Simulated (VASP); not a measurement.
A run of VASP 6.6.1 is set up as follows.

Contents of INCAR:

```
ALGO = Normal ; EDIFF = 1E-6
ENCUT = 520 ; GGA = RE
ISIF = 2 ; ISMEAR = -1
ISPIN = 2 ; LASPH = True
LCHARG = False ; LMAXMIX = 4
LORBIT = 11 ; LREAL = False
LWAVE = False ; MAGMOM = 2.48 -2.48
NBANDS = 24 ; NELM = 150
PREC = Accurate ; SIGMA = 0.05
```

Contents of KPOINTS:

```
k-points
0
Gamma
  12 12 12
```

Contents of POSCAR:

```
Mn
1.0
    0.0000000000      2.7289193057      2.7289193057
    2.7289193057      0.0000000000      2.7289193057
    2.7289193057      2.7289193057      0.0000000000
Mn
2
Direct
    0.1250000000      0.1250000000      0.1250000000
    0.8750000000      0.8750000000      0.8750000000
```

Potentials or basis: VASP PAW PBE potentials, release 64 (Mn_pv).

Command:

```sh
$ cat potpaw_PBE.64/Mn_pv/POTCAR > POTCAR
$ mpirun -np 1 vasp_std > vasp.out
```

(1) Estimate the pressure.

(2) Predict the band gap on the k mesh.

Answers

(1) -3.1 GPa.

(2) zero (filled and empty bands overlap).

Caveat: the PAW data sets were made with another functional, which shifts forces and pressure a little.
